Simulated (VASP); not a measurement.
Write the native input for VASP 6.6.1 that does the following.

| Property | Result |
| --- | --- |
| Task | single point |
| Functional | PBE |
| Potentials or basis | VASP PAW PBE potentials, release 64 (Ta_pv) |
| Cutoff | 520 eV |
| k mesh | 24 × 24 × 24 |
| Occupations | gaussian, width 0.1 eV |
| Spin | no spin polarisation |
| Dipole correction | no |
| Further INCAR settings | ALGO = Fast; EDIFF = 1e-06; NBANDS = 12 |

The structure of Ta lies in POSCAR:

```
Ta
1.0
   -1.6594271101      1.6594271101      1.6594271101
    1.6594271101     -1.6594271101      1.6594271101
    1.6594271101      1.6594271101     -1.6594271101
Ta
1
Direct
    0.0000000000      0.0000000000      0.0000000000
```

The input as run:

INCAR

```
SYSTEM = Ta
PREC = Accurate
ENCUT = 520
EDIFF = 1E-6
ISMEAR = 0
SIGMA = 0.1
LREAL = .FALSE.
LASPH = .TRUE.
NELM = 60
ALGO = Fast
ISIF = 2
LWAVE = .FALSE.
LCHARG = .TRUE.
GGA = PE
LELF = .TRUE.
LVHAR = .TRUE.
NBANDS = 12
```

KPOINTS

```
Automatic mesh
0
G
  24 24 24
  0 0 0
```

Potentials or basis: VASP PAW PBE potentials, release 64 (Ta_pv).

Command:

```console
$ cat potpaw_PBE.64/Ta_pv/POTCAR > POTCAR
$ mpirun -np 1 vasp_std > vasp.out
```

Results of the run:

The pressure is 0.1 GPa.

Run time: 35 s on 1 thread of Intel Xeon 6975P-C, on a shared host, peak memory 0.21 GiB.
